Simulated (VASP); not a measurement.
# CuO (P-1) in VASP: single point with r2SCAN+U

Aim: the single point of CuO with r2SCAN+U.

Everything below comes from runs of VASP 6.6.1. Logs are shortened: lines on timing, memory, paths and dates and some standing lists are left out, and cuts for length are marked.

### 1 The cell of the first run

The typed cell holds 4 atoms: a = 2.880 Å, b = 2.880 Å, c = 5.176 Å, α = 89.81°, β = 89.81°, γ = 89.22°.

### 2 Single point, r2SCAN+U, collinear spin

POSCAR

```
CuO
1.0
    2.8795009639      0.0000000000      0.0000000000
    0.0390727580      2.8792794796      0.0000000000
    0.0174953863      0.0172449008      5.1763391994
Cu O
2 2
Direct
    0.5000000000      0.0000000000      0.5000000000
    0.0000000000      0.5000000000      0.0000000000
    0.0015760300      0.9983282200      0.2501129000
    0.9984239700      0.0016717800      0.7498871000
```

INCAR.step1

```
PREC = Accurate
ENCUT = 520
ISMEAR = 0
SIGMA = 0.1
LREAL = False
LASPH = True
NELM = 150
ISPIN = 2
MAGMOM = -1 1 0 0
LMAXMIX = 4
LDAU = True
LDAUTYPE = 2
LDAUL = 2 -1
LDAUU = 4 0
LDAUJ = 0 0
NBANDS = 29
GGA = PE
ALGO = Normal
EDIFF = 1E-4
LWAVE = True
LCHARG = False
```

INCAR.step2

```
PREC = Accurate
ENCUT = 520
EDIFF = 1E-6
ISMEAR = 0
SIGMA = 0.1
LREAL = False
LASPH = True
NELM = 150
ALGO = Normal
ISIF = 2
LWAVE = False
LCHARG = False
ISPIN = 2
MAGMOM = -1 1 0 0
LORBIT = 11
LMAXMIX = 4
LDAU = True
LDAUTYPE = 2
LDAUL = 2 -1
LDAUU = 4 0
LDAUJ = 0 0
LDAUPRINT = 1
METAGGA = R2SCAN
LMIXTAU = True
NBANDS = 29
ISTART = 1
```

KPOINTS

```
regular mesh
0
Gamma
  6 6 4
```

Potentials or basis: VASP PAW PBE potentials, release 64 (Cu, O).

Command:

```console
cat potpaw_PBE.64/Cu/POTCAR potpaw_PBE.64/O/POTCAR > POTCAR
cp INCAR.step1 INCAR
mpirun -np 1 vasp_std > vasp.out
cp INCAR.step2 INCAR
mpirun -np 1 vasp_std > vasp.out
```

OUTCAR:

```text
PREC = Accurate
   ENCUT = 520
   EDIFF = 1E-6
   ISMEAR = 0
   LREAL = False
   LASPH = True
   NELM = 150
   ISIF = 2
   ISPIN = 2
   LORBIT = 11
   METAGGA = R2SCAN
   ISTART = 1

 ion  position               nearest neighbor table
   1  0.500  0.000  0.500-   3 1.94   4 1.94   3 1.94   4 1.94
   2  0.000  0.500  0.000-   3 1.94   4 1.94   4 1.94   3 1.94
   3  0.002  0.998  0.250-   1 1.94   1 1.94   2 1.94   2 1.94
   4  0.998  0.002  0.750-   1 1.94   1 1.94   2 1.94   2 1.94

  LATTYP: Found a base centered monoclinic cell.
 ALAT       =    11.1169163425
 B/A-ratio  =     0.3638182808
 C/A-ratio  =     0.4656324948
 COS(beta)  =    -0.9295148209

  Lattice vectors:

 A1 = (   2.8620055776,  -0.0172449008,  -5.1763391994)
 A2 = (   0.0215773717,   2.8620345788,  -5.1763391994)
 A3 = (   0.0174953863,   0.0172449008,   5.1763391994)

Analysis of symmetry for initial positions (statically):
=====================================================================
 Subroutine PRICEL returns:
 Original cell was already a primitive cell.

 Routine SETGRP: Setting up the symmetry group for a
 base centered monoclinic supercell.

 Subroutine GETGRP returns: Found  2 space group operations
 (whereof  2 operations were pure point group operations)
 out of a pool of  4 trial point group operations.

The static configuration has the point symmetry S_2 .

Analysis of symmetry for dynamics (positions and initial velocities):
=====================================================================
 Subroutine PRICEL returns:
 Original cell was already a primitive cell.

 Routine SETGRP: Setting up the symmetry group for a
 base centered monoclinic supercell.

 Subroutine GETGRP returns: Found  2 space group operations
 (whereof  2 operations were pure point group operations)
 out of a pool of  4 trial point group operations.

The dynamic configuration has the point symmetry S_2 .

Analysis of structural, dynamic, and magnetic symmetry:
=====================================================================
 Subroutine PRICEL returns:
 Original cell was already a primitive cell.

 Routine SETGRP: Setting up the symmetry group for a
 base centered monoclinic supercell.

 Subroutine GETGRP returns: Found  2 space group operations
 (whereof  2 operations were pure point group operations)
 out of a pool of  4 trial point group operations.

The overall configuration has the point symmetry S_2 .

 Subroutine INISYM returns: Found  2 space group operations
 (whereof  2 operations are pure point group operations),
 and found     1 'primitive' translations

----------------------------------------------------------------------------------------

                                     Primitive cell

  volume of cell :      42.9164

  direct lattice vectors                    reciprocal lattice vectors
     2.879500964  0.000000000  0.000000000     0.347282398 -0.004712735 -0.001158071
     0.039072758  2.879279480  0.000000000     0.000000000  0.347309112 -0.001157055
     0.017495386  0.017244901  5.176339199     0.000000000  0.000000000  0.193186722

  length of vectors
[... 138 lines left out ...]
 -0.0000  0.9733 -0.0001 -0.0002 -0.0003
  0.0001 -0.0001  0.9732 -0.0001 -0.0168
 -0.0044 -0.0002 -0.0001  0.3592  0.0000
  0.0002 -0.0003 -0.0168  0.0000  0.9506

spin component  2

  0.9721 -0.0000  0.0001  0.0004  0.0001
 -0.0000  0.9724 -0.0001  0.0001 -0.0002
  0.0001 -0.0001  0.9734  0.0000 -0.0128
  0.0004  0.0001  0.0000  1.0302 -0.0000
  0.0001 -0.0002 -0.0128 -0.0000  0.9576

 occupancies and eigenvectors

  o =  0.3592  v =  0.0071  0.0003  0.0001  1.0000 -0.0000  0.0000  0.0000  0.0000  0.0000  0.0000      0.0000  0.0000  0.0000  0.0000  0.0000  0.0000  0.0000  0.0000  0.0000  0.0000
  o =  0.9416  v = -0.0055  0.0096  0.4703 -0.0000  0.8824  0.0000  0.0000  0.0000  0.0000  0.0000      0.0000  0.0000  0.0000  0.0000  0.0000  0.0000  0.0000  0.0000  0.0000  0.0000
  o =  0.9504  v =  0.0000  0.0000  0.0000  0.0000  0.0000  0.0069 -0.0086 -0.4870  0.0001 -0.8734      0.0000  0.0000  0.0000  0.0000  0.0000  0.0000  0.0000  0.0000  0.0000  0.0000
  o =  0.9721  v =  0.0000  0.0000  0.0000  0.0000  0.0000  0.9989  0.0453  0.0014 -0.0077  0.0067      0.0000  0.0000  0.0000  0.0000  0.0000  0.0000  0.0000  0.0000  0.0000  0.0000
  o =  0.9724  v =  0.0000  0.0000  0.0000  0.0000  0.0000  0.0453 -0.9989  0.0085  0.0017  0.0055      0.0000  0.0000  0.0000  0.0000  0.0000  0.0000  0.0000  0.0000  0.0000  0.0000
  o =  0.9733  v = -0.0007 -0.9999  0.0103  0.0003  0.0054  0.0000  0.0000  0.0000  0.0000  0.0000      0.0000  0.0000  0.0000  0.0000  0.0000  0.0000  0.0000  0.0000  0.0000  0.0000
  o =  0.9744  v = -1.0000  0.0006 -0.0022  0.0071 -0.0051  0.0000  0.0000  0.0000  0.0000  0.0000      0.0000  0.0000  0.0000  0.0000  0.0000  0.0000  0.0000  0.0000  0.0000  0.0000
  o =  0.9805  v =  0.0000  0.0000  0.0000  0.0000  0.0000 -0.0018 -0.0048 -0.8734  0.0006  0.4870      0.0000  0.0000  0.0000  0.0000  0.0000  0.0000  0.0000  0.0000  0.0000  0.0000
  o =  0.9822  v = -0.0005 -0.0066 -0.8824  0.0001  0.4704  0.0000  0.0000  0.0000  0.0000  0.0000      0.0000  0.0000  0.0000  0.0000  0.0000  0.0000  0.0000  0.0000  0.0000  0.0000
  o =  1.0302  v =  0.0000  0.0000  0.0000  0.0000  0.0000  0.0076  0.0021  0.0006  1.0000 -0.0001      0.0000  0.0000  0.0000  0.0000  0.0000  0.0000  0.0000  0.0000  0.0000  0.0000

atom =   2  type =  1  l = 2

 onsite density matrix

spin component  1

  0.9721  0.0004 -0.0003 -0.0000  0.0003
  0.0004  1.0300  0.0000  0.0009  0.0000
 -0.0003  0.0000  0.9734 -0.0001  0.0128
 -0.0000  0.0009 -0.0001  0.9724  0.0002
  0.0003  0.0000  0.0128  0.0002  0.9576

spin component  2

  0.9743 -0.0042 -0.0004 -0.0001  0.0005
 -0.0042  0.3593 -0.0002 -0.0085 -0.0001
 -0.0004 -0.0002  0.9732 -0.0001  0.0168
 -0.0001 -0.0085 -0.0001  0.9732  0.0003
  0.0005 -0.0001  0.0168  0.0003  0.9506

 occupancies and eigenvectors

  o =  0.3592  v =  0.0000  0.0000  0.0000  0.0000  0.0000  0.0068  0.9999  0.0003  0.0139  0.0002      0.0000  0.0000  0.0000  0.0000  0.0000  0.0000  0.0000  0.0000  0.0000  0.0000
  o =  0.9416  v =  0.0000  0.0000  0.0000  0.0000  0.0000 -0.0184  0.0002 -0.4707 -0.0093  0.8821      0.0000  0.0000  0.0000  0.0000  0.0000  0.0000  0.0000  0.0000  0.0000  0.0000
  o =  0.9504  v = -0.0168  0.0002 -0.4873 -0.0084  0.8730  0.0000  0.0000  0.0000  0.0000  0.0000      0.0000  0.0000  0.0000  0.0000  0.0000  0.0000  0.0000  0.0000  0.0000  0.0000
  o =  0.9721  v =  0.9993 -0.0079  0.0015  0.0316  0.0204  0.0000  0.0000  0.0000  0.0000  0.0000      0.0000  0.0000  0.0000  0.0000  0.0000  0.0000  0.0000  0.0000  0.0000  0.0000
  o =  0.9724  v =  0.0318  0.0154  0.0083 -0.9993 -0.0044  0.0000  0.0000  0.0000  0.0000  0.0000      0.0000  0.0000  0.0000  0.0000  0.0000  0.0000  0.0000  0.0000  0.0000  0.0000
  o =  0.9733  v =  0.0000  0.0000  0.0000  0.0000  0.0000 -0.0065 -0.0138 -0.0100  0.9998  0.0050      0.0000  0.0000  0.0000  0.0000  0.0000  0.0000  0.0000  0.0000  0.0000  0.0000
  o =  0.9744  v =  0.0000  0.0000  0.0000  0.0000  0.0000 -0.9997  0.0069 -0.0021 -0.0063 -0.0220      0.0000  0.0000  0.0000  0.0000  0.0000  0.0000  0.0000  0.0000  0.0000  0.0000
  o =  0.9805  v =  0.0114  0.0009 -0.8732 -0.0047 -0.4872  0.0000  0.0000  0.0000  0.0000  0.0000      0.0000  0.0000  0.0000  0.0000  0.0000  0.0000  0.0000  0.0000  0.0000  0.0000
  o =  0.9822  v =  0.0000  0.0000  0.0000  0.0000  0.0000  0.0123  0.0003 -0.8823 -0.0064 -0.4706      0.0000  0.0000  0.0000  0.0000  0.0000  0.0000  0.0000  0.0000  0.0000  0.0000
  o =  1.0300  v =  0.0074  0.9999  0.0008  0.0156  0.0005  0.0000  0.0000  0.0000  0.0000  0.0000      0.0000  0.0000  0.0000  0.0000  0.0000  0.0000  0.0000  0.0000  0.0000  0.0000

 number of electron      33.9999981 magnetization       0.0000000

 Free energy of the ion-electron system (eV)
  ---------------------------------------------------
  ext. energy  EPLUGINS =         0.00000000
  ---------------------------------------------------
  free energy    TOTEN  =       -34.59855079 eV

  energy without entropy =      -34.59855079  energy(sigma->0) =      -34.59855079

 E-fermi :   5.0330     XC(G=0): -12.1602

 val. band max:        4.4877953630   @ k =   0.0000   0.5000   0.5000
 cond. band min:       5.6996887036   @ k =   0.0000  -0.3333   0.5000
 fundamental gap:      1.2118933406
 Fermi energy:         5.0329583466

 spin component 1

 k-point     1 :       0.0000    0.0000    0.0000
  band No.  band energies     occupation
      1     -15.7429      1.00000
      2     -14.4022      1.00000
      3      -3.8078      1.00000
      4      -2.8686      1.00000
      5      -0.7871      1.00000
      6      -0.6012      1.00000
[... 1529 lines left out ...]
     28      23.5394      0.00000
     29      26.1054      0.00000

 [... further k-points ...]
[... 5 lines left out ...]
  --------------------------------------------------------------------------------------
  -------------------------------------------------------------------------------------
  Total       -0.3230916     -0.3474378     -0.3022657      0.0108612      0.0036543     -0.0009128
  in kB      -12.0618084    -12.9707151    -11.2843283      0.4054772      0.1364243     -0.0340768
  external PRESSURE =     -12.1056173 kB  Pullay stress =       0.0000000 kB

 VOLUME and BASIS-vectors are now :
 -----------------------------------------------------------------------------
  energy-cutoff  :      520.00
  volume of cell :       42.92
      direct lattice vectors                 reciprocal lattice vectors
     2.879500964  0.000000000  0.000000000     0.347282398 -0.004712735 -0.001158071
     0.039072758  2.879279480  0.000000000     0.000000000  0.347309112 -0.001157055
     0.017495386  0.017244901  5.176339199     0.000000000  0.000000000  0.193186722

 POSITION                                       TOTAL-FORCE (eV/Angst)
 -----------------------------------------------------------------------------------
      1.44850      0.00862      2.58817         0.000000      0.000000      0.000000
      0.01954      1.43964      0.00000         0.000000     -0.000000      0.000000
      0.04792      2.87878      1.29467         0.000092      0.001464     -0.015965
      2.88815      0.01775      3.88167        -0.000092     -0.001464      0.015965
 -----------------------------------------------------------------------------------
    total drift:                                0.000000     -0.000000     -0.000000

  FREE ENERGIE OF THE ION-ELECTRON SYSTEM (eV)
  ---------------------------------------------------
  free  energy   TOTEN  =       -34.5985507878 eV

  energy  without entropy=      -34.5985507878  energy(sigma->0) =      -34.59855079

 total charge

# of ion       s       p       d       tot
------------------------------------------
    1        0.400   0.426   9.116   9.942
    2        0.400   0.425   9.116   9.941
    3        1.562   3.483   0.000   5.045
    4        1.562   3.483   0.000   5.045
--------------------------------------------------
tot          3.924   7.817  18.231  29.973

 magnetization (x)

# of ion       s       p       d       tot
------------------------------------------
    1        0.009   0.008  -0.675  -0.658
    2       -0.009  -0.008   0.675   0.658
    3       -0.000   0.000   0.000   0.000
    4       -0.000   0.000   0.000   0.000
--------------------------------------------------
tot         -0.000   0.000  -0.000   0.000
```

Wall time 6.3 min (1 thread of Intel Xeon Platinum 8124M at 3.00GHz (Skylake/Cascade Lake), shared host); peak memory 0.28 GiB.

Results:

```
Free energy                                           : -34.5986 eV
Pressure                                              : -1.2 GPa
Largest force                                         : 0.016 eV/Å
Band gap on the k mesh                                : 1.21 eV (least direct gap 1.39 eV)
Net moment                                            : 0.00 μB per cell
Site moments                                          : Cu -0.66, +0.66; O +0.00 μB
Valence electrons inside the program's atomic spheres : Cu 9.94; O 5.04
```

Forces in eV/Å, atoms in the order of the input:
```
Cu   0.000  0.000  0.000
Cu   0.000  0.000  0.000
O    0.000  0.001 -0.016
O    0.000 -0.001  0.016
```

Eigenvalues of the final occupation matrices:
```
    site  spin  trace               eigenvalues
site 1 d     1   4.23  0.36 0.94 0.97 0.97 0.98
site 1 d     2   4.91  0.95 0.97 0.97 0.98 1.03
site 2 d     1   4.91  0.95 0.97 0.97 0.98 1.03
site 2 d     2   4.23  0.36 0.94 0.97 0.97 0.98
```

Caveat: the PAW data sets were made with another functional, which shifts forces and pressure a little. A k mesh can miss the band edges.
